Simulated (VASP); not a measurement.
Wanted: the native input for a VASP 6.6.1 run.

```yaml
Task: single point
Functional: PBEsol
Potentials_or_basis: VASP PAW PBE potentials, release 64 (Cd, Se)
Cutoff: 520 eV
k_mesh: 6 × 6 × 4
Occupations: gaussian, width 0.01 eV
Spin: no spin polarisation
Dipole_correction: no
Further_INCAR_settings: ALGO = Normal; EDIFF = 1e-07; NBANDS = 26
```

The structure of CdSe (Cadmoselite) lies in POSCAR:

```
CdSe
1.0
    4.3019916326      0.0000000000      0.0000000000
   -2.1509958163      3.7256340407      0.0000000000
    0.0000000000      0.0000000000      7.0195922907
Cd Se
2 2
Direct
    0.3333333333      0.6666666667      0.0046493544
    0.6666666667      0.3333333333      0.5046493544
    0.3333333333      0.6666666667      0.3803506456
    0.6666666667      0.3333333333      0.8803506456
```

One way to write it, as run:

INCAR

```
SYSTEM = CdSe
PREC = Accurate
ENCUT = 520
EDIFF = 1E-7
ISMEAR = 0
SIGMA = 0.01
LREAL = .FALSE.
LASPH = .TRUE.
NELM = 60
ALGO = Normal
ISIF = 2
LWAVE = .FALSE.
LCHARG = .FALSE.
GGA = PS
NBANDS = 26
```

KPOINTS

```
Automatic mesh
0
G
  6 6 4
  0 0 0
```

Potentials or basis: VASP PAW PBE potentials, release 64 (Cd, Se).

The run is started by

```console
$ cat potpaw_PBE.64/Cd/POTCAR potpaw_PBE.64/Se/POTCAR > POTCAR
$ mpirun -np 1 vasp_std > vasp.out
```

Results of the run:

| Quantity | Value |
| --- | --- |
| Pressure | 0.4 GPa |
| Band gap on the k mesh | 0.54 eV, direct |

Caveat: the PAW data sets were made with another functional, which shifts forces and pressure a little.

It took 48 s on 1 thread of Intel(R) Xeon(R) Platinum 8559C (Emerald Rapids), on a shared host, peak memory 0.24 GiB.
